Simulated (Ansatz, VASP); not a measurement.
MgO: VASP beside Ansatz

INCAR

```
PREC = Accurate ; ENCUT = 520
EDIFF = 1E-6 ; ISMEAR = 0
SIGMA = 0.05 ; LREAL = False
LASPH = True ; NELM = 100
ALGO = Normal ; ISIF = 2
LWAVE = False ; LCHARG = False
GGA = CA ; NBANDS = 11
```

KPOINTS

```
regular mesh
0
Gamma
  9 9 8
```

Contents of POSCAR:

```
MgO
1.0
    2.9380209034      0.0000000000      0.0000000000
   -1.4690104517      2.4680687170      0.0000000000
    0.0000000000      0.0000000000      2.6796800000
Mg O
1 1
Direct
    0.0000000000      0.0000000000      0.0000000000
    0.3333333333      0.6666666667      0.5000000000
```

Input for Ansatz:

```yaml
crystal:
  lattice:
    - [2.9380209034, 0.0, 0.0]
    - [-1.4690104517, 2.468068717, 0.0]
    - [0.0, 0.0, 2.67968]
  atoms:
    - { symbol: Mg, position: [0.0, 0.0, 0.0] }
    - { symbol: O, position: [0.3333333333, 0.6666666667, 0.5] }
basis:
  ecutwfc: 420
kpoints:
  mp_grid: { grid: [9, 9, 8] }
hamiltonian:
  xc: lda
scf:
  occupations: { method: gaussian, width: 0.05 }
output:
  forces: true
  stress: true
  eigenvalues: true
```

Change from the starting cell: strain -0.0300 x Voigt [0, 1, 0, 0, 0, 0], atoms carried along.

Alike in both runs: task single point; functional LDA; k mesh 9 × 9 × 8; occupations gaussian, width 0.05 eV; no spin polarisation.

|  | VASP | Ansatz |
| --- | --- | --- |
| version | VASP 6.6.1 | Ansatz 0.2.0 |
| potentials or method | VASP PAW LDA potentials, release 64 (Mg, O), cutoff 520 eV | scalar-relativistic, plane waves, PAW |
| valence electrons in the cell | 8 | 16 |

Ansatz gave:

| Quantity | Value |
| --- | --- |
| gap on the k mesh at the Fermi level (eV) | 3.12 |
| least direct gap on the mesh (eV) | 3.60 |
| pressure (GPa) | -5.7 |
| traceless stress, the component that is largest in VASP (GPa) | 6.44 |
| rms of the force components (eV/Å) | 0.003 |

Q: Which values does VASP return?

A: gap on the k mesh at the Fermi level (eV): 3.11; least direct gap on the mesh (eV): 3.59; pressure (GPa): -7.4; traceless stress, the component that is largest in VASP (GPa): 6.60; rms of the force components (eV/Å): 0.003.

LDA's correlation is that of Perdew and Zunger in VASP and of Perdew and Wang (1992) in Ansatz. Atom by atom the forces differ by 0.001 eV/Å (rms over components). VASP's potentials hold 8 valence electrons a cell and Ansatz's 16, so a difference there can come from the potentials and not from the codes.
